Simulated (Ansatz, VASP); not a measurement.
# Ag: VASP beside Ansatz

Contents of INCAR:

```
PREC = Accurate ; ENCUT = 600
EDIFF = 1E-7 ; ISMEAR = -1
SIGMA = 0.05 ; LREAL = False
LASPH = True ; NELM = 80
ALGO = Fast ; ISIF = 3
LWAVE = False ; LCHARG = False
GGA = VW ; IBRION = 2
NSW = 60 ; EDIFFG = -0.01
```

Contents of KPOINTS:

```
regular mesh
0
Gamma
  11 11 11
```

Contents of POSCAR:

```
Ag
1.0
    0.0000000000      2.0427500000      2.0427500000
    2.0427500000      0.0000000000      2.0427500000
    2.0427500000      2.0427500000      0.0000000000
Ag
1
Direct
    0.0000000000      0.0000000000      0.0000000000
```

Contents of input.yaml:

```yaml
crystal:
  lattice:
    - [0.0, 2.04275, 2.04275]
    - [2.04275, 0.0, 2.04275]
    - [2.04275, 2.04275, 0.0]
  atoms:
    - { symbol: Ag, position: [0.0, 0.0, 0.0] }
hamiltonian:
  xc: { exchange: slater, correlation: vwn5 }
  pseudopotentials: { kind: paw }
kpoints:
  mp_grid: { grid: [11, 11, 11] }
scf:
  occupations: { method: fermi_dirac, width: 0.05 }
output:
  forces: true
  stress: true
  write_density: true
  write_potential: true
  elf: true
  volumetric_format: npy
relax:
  f_tol: 0.01
  max_steps: 40
  cell: { stress_tol: 0.05 }
```

Alike in both runs: task relaxation of cell and atoms; functional SVWN5; k mesh 11 × 11 × 11; occupations fermi-dirac, width 0.05 eV; no spin polarisation.

|  | VASP | Ansatz |
| --- | --- | --- |
| version | VASP 6.6.1 | Ansatz 0.2.0 |
| potentials or method | VASP PAW PBE potentials, release 64 (Ag) | Ansatz PAW |
| plane-wave cutoff (eV) | 600 | 420 |
| valence electrons in the cell | 11 | 19 |

|  | VASP | Ansatz | Ansatz less VASP |
| --- | --- | --- | --- |
| gap on the k mesh at the Fermi level, each at its own relaxed structure (eV) | none | none | - |
| relaxed volume (Å³/atom) | 15.94 | 15.96 | +0.024 |
| relaxed length of the cell vector where the two differ most in proportion (Å) | 2.825 | 2.826 | +0.0014 |

VASP's potentials were made for PBE, not for SVWN5. A gap of «none» marks a metal or a gap that the smearing closes. VASP's potentials hold 11 valence electrons a cell and Ansatz's 19, so a difference there can come from the potentials and not from the codes.

Noted on Ansatz's run: the plane-wave basis is chosen anew once the cell has moved, so the energies of steps on either side of that aren't comparable.
